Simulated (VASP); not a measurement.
# CsBr (Pm-3m) in VASP: notebook

CsBr is run at these levels: r2SCAN; tasks: single point.

Everything below comes from runs of VASP 6.6.1. Logs are shortened: lines on timing, memory, paths and dates and some standing lists are left out, and cuts for length are marked.

### Step 1. The cell of the first run

It takes space group Pm-3m (No. 221, cubic). Conventional cell: a = 4.189 Å, b = 4.189 Å, c = 4.189 Å, α = 90.00°, β = 90.00°, γ = 90.00°. Cs (site symmetry m-3m) has 8 Br at 3.63 Å and 6 Cs at 4.19 Å within 4.8 Å. Within 4.8 Å of Br (site symmetry m-3m) lie 8 Cs at 3.63 Å and 6 Br at 4.19 Å.

### Step 2. Single point, r2SCAN (36.75 Å³/atom)

The input, POSCAR:

```
CsBr
1.0
    4.1888299626      0.0000000000      0.0000000000
    0.0000000000      4.1888299626      0.0000000000
    0.0000000000      0.0000000000      4.1888299626
Cs Br
1 1
Direct
    0.0000000000      0.0000000000      0.0000000000
    0.5000000000      0.5000000000      0.5000000000
```

The input, INCAR.step1:

```
SYSTEM = CsBr
PREC = Accurate
ENCUT = 550
ISMEAR = 0
SIGMA = 0.02
LREAL = .False.
LASPH = .True.
NELM = 120
NBANDS = 15
GGA = PE
ALGO = Normal
EDIFF = 1E-5
LWAVE = .True.
LCHARG = .False.
GGA_COMPAT = .False.
```

The input, INCAR.step2:

```
SYSTEM = CsBr
PREC = Accurate
ENCUT = 550
EDIFF = 1E-6
ISMEAR = 0
SIGMA = 0.02
LREAL = .False.
LASPH = .True.
NELM = 120
ALGO = Normal
ISIF = 2
LWAVE = .False.
LCHARG = .False.
METAGGA = R2SCAN
LMIXTAU = .True.
NBANDS = 15
ISTART = 1
GGA_COMPAT = .False.
```

The input, KPOINTS:

```
regular mesh
0
Gamma
  6 6 6
  0 0 0
```

Potentials or basis: VASP PAW PBE potentials, release 64 (Cs_sv, Br).

On the command line:

```sh
> cat potpaw_PBE.64/Cs_sv/POTCAR potpaw_PBE.64/Br/POTCAR > POTCAR
> cp INCAR.step1 INCAR
> mpirun -np 1 vasp_std > vasp.out
> cp INCAR.step2 INCAR
> mpirun -np 1 vasp_std > vasp.out
```

OUTCAR:

```text
SYSTEM = CsBr
   PREC = Accurate
   ENCUT = 550
   EDIFF = 1E-6
   ISMEAR = 0
   LREAL = .False.
   LASPH = .True.
   NELM = 120
   ISIF = 2
   METAGGA = R2SCAN
   ISTART = 1

 ion  position               nearest neighbor table
   1  0.000  0.000  0.000-
   2  0.500  0.500  0.500-

  LATTYP: Found a simple cubic cell.
 ALAT       =     4.1888299626

  Lattice vectors:

 A1 = (   4.1888299626,   0.0000000000,   0.0000000000)
 A2 = (   0.0000000000,   4.1888299626,   0.0000000000)
 A3 = (   0.0000000000,   0.0000000000,   4.1888299626)

Analysis of symmetry for initial positions (statically):
=====================================================================
 Subroutine PRICEL returns:
 Original cell was already a primitive cell.

 Routine SETGRP: Setting up the symmetry group for a
 simple cubic supercell.

 Subroutine GETGRP returns: Found 48 space group operations
 (whereof 48 operations were pure point group operations)
 out of a pool of 48 trial point group operations.

The static configuration has the point symmetry O_h .

Analysis of symmetry for dynamics (positions and initial velocities):
=====================================================================
 Subroutine PRICEL returns:
 Original cell was already a primitive cell.

 Routine SETGRP: Setting up the symmetry group for a
 simple cubic supercell.

 Subroutine GETGRP returns: Found 48 space group operations
 (whereof 48 operations were pure point group operations)
 out of a pool of 48 trial point group operations.

The dynamic configuration has the point symmetry O_h .

 Subroutine INISYM returns: Found 48 space group operations
 (whereof 48 operations are pure point group operations),
 and found     1 'primitive' translations

----------------------------------------------------------------------------------------

                                     Primitive cell

  volume of cell :      73.4985

  direct lattice vectors                    reciprocal lattice vectors
     4.188829963  0.000000000  0.000000000     0.238730149  0.000000000  0.000000000
     0.000000000  4.188829963  0.000000000     0.000000000  0.238730149  0.000000000
     0.000000000  0.000000000  4.188829963     0.000000000  0.000000000  0.238730149

  length of vectors
     4.188829963  4.188829963  4.188829963     0.238730149  0.238730149  0.238730149

  position of ions in fractional coordinates (direct lattice)
     0.000000000  0.000000000  0.000000000
     0.500000000  0.500000000  0.500000000

  ion indices of the primitive-cell ions
   primitive index   ion index
[... 80 lines left out ...]
   NELECT =      16.0000    total number of electrons
   NUPDOWN=      -1.0000    fix difference up-down
   EMIN   =  10.00;   EMAX   =-10.00  energy-range for DOS
   EFERMI =   0.00;   METHOD = LEGACY
   ISMEAR =     0;   SIGMA  =   0.02  broadening in eV -4-tet -1-fermi 0-gaus
   EFERMI_NEDOS =   21; number of points for ismear=-14 and -15
   IALGO  =     38    algorithm
   IMIX   =      4    mixing-type and parameters
     AMIX     =   0.40;   BMIX     =  1.00
     AMIX_MAG =   1.60;   BMIX_MAG =  1.00
  volume/ion in A,a.u.               =      36.75       248.00
  Fermi-wavevector in a.u.,A,eV,Ry     =   0.984817  1.861034 13.195801  0.969864
  Thomas-Fermi vector in A             =   2.116078
   LORBIT       =      0    0 simple, 1 ext, 2 COOP (PROOUT), +10 PAW based schemes
   METAGGA = R2SCAN    functional components
   LHFCALC =     F    Hartree Fock is set to
   AEXX    =    0.0000 exact exchange contribution
   IVDW    =     0    specifies the selected vdW correction
   LEPSILON=     F    determine dielectric tensor
   LRPA    =     F    only Hartree local field effects (RPA)
 non-spin polarized calculation
 Gauss-broadening in eV      SIGMA  =   0.02
  energy-cutoff  :      550.00
  volume of cell :       73.50
 maximum number of plane-waves:      2178
   NGX = 17   NGY = 17   NGZ = 17

 number of electron      15.9999998 magnetization

 Free energy of the ion-electron system (eV)
  ---------------------------------------------------
  ext. energy  EPLUGINS =         0.00000000
  ---------------------------------------------------
  free energy    TOTEN  =       -42.28345273 eV

  energy without entropy =      -42.28345273  energy(sigma->0) =      -42.28345273

 E-fermi :  -0.1183     XC(G=0):  -8.7876

 val. band max:       -0.2736836508   @ k =   0.0000   0.0000   0.0000
 cond. band min:       5.0244537288   @ k =   0.0000   0.0000   0.0000
 fundamental gap:      5.2981373796
 Fermi energy:        -0.1182529357

 k-point     1 :       0.0000    0.0000    0.0000
  band No.  band energies     occupation
      1     -20.5185      2.00000
      2     -13.1857      2.00000
      3      -6.7012      2.00000
      4      -6.7012      2.00000
      5      -6.7012      2.00000
      6      -0.2737      2.00000
      7      -0.2737      2.00000
      8      -0.2737      2.00000
      9       5.0245      0.00000
     10       5.0245      0.00000
     11       5.3189      0.00000
     12       9.7407      0.00000
     13       9.7407      0.00000
     14       9.7407      0.00000
[... 329 lines left out ...]
      2     -12.9681      2.00000
      3      -7.1813      2.00000
      4      -7.1813      2.00000
      5      -7.1813      2.00000
      6      -1.6505      2.00000
      7      -1.6505      2.00000
      8      -1.6505      2.00000
      9       9.0563      0.00000
     10       9.0563      0.00000
     11       9.0563      0.00000
     12       9.9874      0.00000
     13       9.9874      0.00000
     14       9.9874      0.00000
     15      12.1478      0.00000

------------------------ aborting loop because EDIFF is reached ----------------------------------------

  FORCE on cell =-STRESS in cart. coord.  units (eV):
  Direction    XX          YY          ZZ          XY          YZ          ZX
  --------------------------------------------------------------------------------------
  -------------------------------------------------------------------------------------
  Total        0.8945026      0.8945026      0.8945026     -0.0000000      0.0000000      0.0000000
  in kB       19.4990753     19.4990753     19.4990753     -0.0000000      0.0000000      0.0000000
  external PRESSURE =      19.4990753 kB  Pullay stress =       0.0000000 kB

 VOLUME and BASIS-vectors are now :
 -----------------------------------------------------------------------------
  energy-cutoff  :      550.00
  volume of cell :       73.50
      direct lattice vectors                 reciprocal lattice vectors
     4.188829963  0.000000000  0.000000000     0.238730149  0.000000000  0.000000000
     0.000000000  4.188829963  0.000000000     0.000000000  0.238730149  0.000000000
     0.000000000  0.000000000  4.188829963     0.000000000  0.000000000  0.238730149

 POSITION                                       TOTAL-FORCE (eV/Angst)
 -----------------------------------------------------------------------------------
      0.00000      0.00000      0.00000         0.000000      0.000000      0.000000
      2.09441      2.09441      2.09441         0.000000      0.000000      0.000000
 -----------------------------------------------------------------------------------
    total drift:                                0.000000      0.000000     -0.000000

  FREE ENERGIE OF THE ION-ELECTRON SYSTEM (eV)
  ---------------------------------------------------
  free  energy   TOTEN  =       -42.2834527260 eV

  energy  without entropy=      -42.2834527260  energy(sigma->0) =      -42.28345273
```

OSZICAR.step1:

```text
N       E                     dE             d eps       ncg     rms          rms(c)
DAV:   1     0.870793832031E+02    0.87079E+02   -0.67536E+03   600   0.954E+02
DAV:   2     0.289470788951E+00   -0.86790E+02   -0.79400E+02   814   0.158E+02
DAV:   3    -0.614376713939E+01   -0.64332E+01   -0.64066E+01   775   0.470E+01
DAV:   4    -0.619352839906E+01   -0.49761E-01   -0.49758E-01   670   0.484E+00
DAV:   5    -0.619378336810E+01   -0.25497E-03   -0.25496E-03   838   0.364E-01    0.183E+00
DAV:   6    -0.597723662166E+01    0.21655E+00   -0.19738E-01   747   0.251E+00    0.106E+00
DAV:   7    -0.594347978014E+01    0.33757E-01   -0.12371E-01   740   0.187E+00    0.599E-01
DAV:   8    -0.594639470936E+01   -0.29149E-02   -0.12791E-02   663   0.664E-01    0.105E-01
DAV:   9    -0.594616819482E+01    0.22651E-03   -0.10599E-03   775   0.189E-01    0.646E-02
DAV:  10    -0.594625084285E+01   -0.82648E-04   -0.19714E-04   663   0.869E-02    0.172E-02
DAV:  11    -0.594625557670E+01   -0.47339E-05   -0.29347E-05   733   0.324E-02
   1 F= -.59462556E+01 E0= -.59462556E+01  d E =-.569952E-23
```

Wall time 1.9 min (1 thread of Intel Xeon 8259CL, shared host); peak memory 0.19 GiB.

Results:

| Quantity | Value |
| --- | --- |
| Free energy | -42.2835 eV |
| Pressure | 1.9 GPa |
| Band gap on the k mesh | 5.30 eV |

Levels at points of the mesh, in eV from the valence-band top:
```tsv
k point	band 6	band 7	band 8	band 9	band 10	band 11
(0.00, 0.00, 0.00)	0.00	0.00	0.00	5.30	5.30	5.59
(0.50, 0.00, 0.00)	-1.47	-0.28	-0.28	6.42	8.30	8.91
(0.50, 0.50, 0.00)	-0.61	-0.61	-0.04	5.88	6.17	7.91
(0.50, 0.50, 0.50)	-1.38	-1.38	-1.38	9.33	9.33	9.33
```

Caveat: the PAW data sets were made with another functional, which shifts forces and pressure a little; spin-orbit coupling is left out, which moves the levels of the heavy elements.

### Step 3. Single point, r2SCAN (37.96 Å³/atom)

This run uses another cell than the first one, of 37.96 Å³/atom.

The input, POSCAR:

```
CsBr
1.0
    4.2343642904      0.0000000000      0.0000000000
    0.0000000000      4.2343642904      0.0000000000
    0.0000000000      0.0000000000      4.2343642904
Cs Br
1 1
Direct
    0.0000000000      0.0000000000      0.0000000000
    0.5000000000      0.5000000000      0.5000000000
```

The input, INCAR.step1:

```
SYSTEM = CsBr
ALGO = Normal
EDIFF = 1E-5
ENCUT = 550
GGA = PE
GGA_COMPAT = .False.
ISMEAR = 0
LASPH = .True.
LCHARG = .False.
LREAL = .False.
LWAVE = .True.
NBANDS = 15
NELM = 120
PREC = Accurate
SIGMA = 0.02
```

The input, INCAR.step2:

```
SYSTEM = CsBr
ALGO = Normal
EDIFF = 1E-6
ENCUT = 550
GGA_COMPAT = .False.
ISIF = 2
ISMEAR = 0
ISTART = 1
LASPH = .True.
LCHARG = .False.
LMIXTAU = .True.
LREAL = .False.
LWAVE = .False.
METAGGA = R2SCAN
NBANDS = 15
NELM = 120
PREC = Accurate
SIGMA = 0.02
```

The input, KPOINTS:

```
k-points
0
Gamma
  6 6 6
  0 0 0
```

Potentials or basis: VASP PAW PBE potentials, release 64 (Cs_sv, Br).

On the command line:

```sh
> cat potpaw_PBE.64/Cs_sv/POTCAR potpaw_PBE.64/Br/POTCAR > POTCAR
> cp INCAR.step1 INCAR
> mpirun -np 1 vasp_std > vasp.out
> cp INCAR.step2 INCAR
> mpirun -np 1 vasp_std > vasp.out
```

Run time: 1.9 min. Hardware: 1 thread of Intel Xeon 8259CL, shared host; peak memory 0.19 GiB.

Results (log left out):

```
Free energy            : -42.3073 eV
Pressure               : 1.2 GPa
Band gap on the k mesh : 5.35 eV
```

Levels at points of the mesh, in eV from the valence-band top:
| k point | band 4 | band 5 | band 6 | band 7 | band 8 | band 9 | band 10 | band 11 | band 12 | band 13 |
| --- | --- | --- | --- | --- | --- | --- | --- | --- | --- | --- |
| (0.00, 0.00, 0.00) | -6.47 | -6.47 | 0.00 | 0.00 | 0.00 | 5.35 | 5.35 | 5.44 | 9.93 | 9.93 |
| (0.50, 0.00, 0.00) | -6.34 | -6.34 | -1.39 | -0.24 | -0.24 | 6.43 | 8.14 | 8.73 | 8.93 | 9.72 |
| (0.50, 0.50, 0.00) | -7.13 | -6.27 | -0.60 | -0.60 | -0.02 | 5.87 | 6.15 | 7.89 | 7.89 | 12.01 |
| (0.50, 0.50, 0.50) | -6.91 | -6.91 | -1.28 | -1.28 | -1.28 | 9.18 | 9.18 | 9.18 | 10.09 | 10.09 |

Caveat: the PAW data sets were made with another functional, which shifts forces and pressure a little; spin-orbit coupling is left out, which moves the levels of the heavy elements.

### Step 4. Single point, r2SCAN (39.17 Å³/atom)

This run uses another cell than the first one, of 39.17 Å³/atom.

The input, POSCAR:

```
CsBr
1.0
    4.2789398218      0.0000000000      0.0000000000
    0.0000000000      4.2789398218      0.0000000000
    0.0000000000      0.0000000000      4.2789398218
Cs Br
1 1
Direct
    0.0000000000      0.0000000000      0.0000000000
    0.5000000000      0.5000000000      0.5000000000
```

The input, INCAR.step1:

```
  ALGO = Normal
  EDIFF = 1E-5
  ENCUT = 550
  GGA = PE
  GGA_COMPAT = F
  ISMEAR = 0
  LASPH = T
  LCHARG = F
  LREAL = F
  LWAVE = T
  NBANDS = 15
  NELM = 120
  PREC = Accurate
  SIGMA = 0.02
```

The input, INCAR.step2:

```
  ALGO = Normal
  EDIFF = 1E-6
  ENCUT = 550
  GGA_COMPAT = F
  ISIF = 2
  ISMEAR = 0
  ISTART = 1
  LASPH = T
  LCHARG = F
  LMIXTAU = T
  LREAL = F
  LWAVE = F
  METAGGA = R2SCAN
  NBANDS = 15
  NELM = 120
  PREC = Accurate
  SIGMA = 0.02
```

The input, KPOINTS:

```
k-points
0
Gamma
  6 6 6
```

On the command line:

```sh
> cat potpaw_PBE.64/Cs_sv/POTCAR potpaw_PBE.64/Br/POTCAR > POTCAR
> cp INCAR.step1 INCAR
> mpirun -np 1 vasp_std > vasp.out
> cp INCAR.step2 INCAR
> mpirun -np 1 vasp_std > vasp.out
```

It took 2.8 min on 1 thread of Intel Xeon 8259CL, shared host; peak memory 0.22 GiB.

The run converged. Its results:

```yaml
Free_energy: -42.3206 eV
Pressure: 0.6 GPa
Band_gap_on_the_k_mesh: 5.31 eV
```

Levels at points of the mesh, in eV from the valence-band top:
| k point | band 6 | band 7 | band 8 | band 9 | band 10 | band 11 |
| --- | --- | --- | --- | --- | --- | --- |
| (0.00, 0.00, 0.00) | 0.00 | 0.00 | 0.00 | 5.31 | 5.39 | 5.39 |
| (0.50, 0.00, 0.00) | -1.32 | -0.21 | -0.21 | 6.44 | 7.99 | 8.54 |
| (0.50, 0.50, 0.00) | -0.58 | -0.58 | -0.01 | 5.85 | 6.13 | 7.87 |
| (0.50, 0.50, 0.50) | -1.19 | -1.19 | -1.19 | 9.03 | 9.03 | 9.03 |

Caveat: the PAW data sets were made with another functional, which shifts forces and pressure a little; spin-orbit coupling is left out, which moves the levels of the heavy elements.

### Step 5. Single point, r2SCAN

This run uses another cell than the first one, of 39.37 Å³/atom.

The input, POSCAR:

```
CsBr
1.0
    4.2860000000      0.0000000000      0.0000000000
    0.0000000000      4.2860000000      0.0000000000
    0.0000000000      0.0000000000      4.2860000000
Cs Br
1 1
Direct
    0.0000000000      0.0000000000      0.0000000000
    0.5000000000      0.5000000000      0.5000000000
```

The input, INCAR.step1:

```
SYSTEM = CsBr
  PREC = Accurate
  ENCUT = 550
  ISMEAR = 0
  SIGMA = 0.02
  LREAL = .FALSE.
  LASPH = .TRUE.
  NELM = 120
  NBANDS = 15
  GGA = PE
  ALGO = Normal
  EDIFF = 1E-5
  LWAVE = .TRUE.
  LCHARG = .FALSE.
  GGA_COMPAT = .FALSE.
```

The input, INCAR.step2:

```
SYSTEM = CsBr
  PREC = Accurate
  ENCUT = 550
  EDIFF = 1E-6
  ISMEAR = 0
  SIGMA = 0.02
  LREAL = .FALSE.
  LASPH = .TRUE.
  NELM = 120
  ALGO = Normal
  ISIF = 2
  LWAVE = .FALSE.
  LCHARG = .TRUE.
  METAGGA = R2SCAN
  LMIXTAU = .TRUE.
  LELF = .TRUE.
  LVHAR = .TRUE.
  NBANDS = 15
  ISTART = 1
  GGA_COMPAT = .FALSE.
```

The input, KPOINTS:

```
regular mesh
0
G
  6 6 6
  0 0 0
```

On the command line:

```sh
> cat potpaw_PBE.64/Cs_sv/POTCAR potpaw_PBE.64/Br/POTCAR > POTCAR
> cp INCAR.step1 INCAR
> mpirun -np 1 vasp_std > vasp.out
> cp INCAR.step2 INCAR
> mpirun -np 1 vasp_std > vasp.out
```

It took 2.6 min on 1 thread of Intel Xeon 8259CL, shared host; peak memory 0.22 GiB.

Results (log left out):

- Free energy: -42.3220 eV
- Pressure: 0.5 GPa
- Band gap on the k mesh: 5.29 eV

Levels at points of the mesh, in eV from the valence-band top:
| k point | band 4 | band 5 | band 6 | band 7 | band 8 | band 9 | band 10 | band 11 | band 12 | band 13 |
| --- | --- | --- | --- | --- | --- | --- | --- | --- | --- | --- |
| (0.00, 0.00, 0.00) | -6.52 | -6.52 | 0.00 | 0.00 | 0.00 | 5.29 | 5.40 | 5.40 | 9.82 | 9.82 |
| (0.50, 0.00, 0.00) | -6.42 | -6.42 | -1.31 | -0.21 | -0.21 | 6.44 | 7.97 | 8.51 | 8.94 | 9.58 |
| (0.50, 0.50, 0.00) | -7.12 | -6.35 | -0.58 | -0.58 | 0.00 | 5.85 | 6.13 | 7.87 | 7.87 | 11.79 |
| (0.50, 0.50, 0.50) | -6.93 | -6.93 | -1.18 | -1.18 | -1.18 | 9.00 | 9.00 | 9.00 | 9.90 | 9.90 |

Caveat: the PAW data sets were made with another functional, which shifts forces and pressure a little; spin-orbit coupling is left out, which moves the levels of the heavy elements. r2SCAN opens gaps a little over a GGA but as a rule still falls short of measured ones.

### Step 6. Summary

| cell | gap on the mesh (eV) | pressure (GPa) |
| --- | --- | --- |
| a = 4.189 Å, 2 atoms | 5.30 | 1.9 |
| a = 4.234 Å, 2 atoms | 5.35 | 1.2 |
| a = 4.279 Å, 2 atoms | 5.31 | 0.6 |
| a = 4.286 Å, 2 atoms | 5.29 | 0.5 |

Alike in all rows: task single point; level r2SCAN; potentials or basis VASP PAW PBE potentials, release 64 (Cs_sv, Br); no spin polarisation; k mesh 6 × 6 × 6; cutoff (eV) 550; smearing gaussian 0.02 eV.

Caveats: the PAW data sets were made with another functional, which shifts forces and pressure a little; spin-orbit coupling is left out, which moves the levels of the heavy elements.

Total energies depend on the potentials used, so only differences within one code and one set of settings carry meaning.
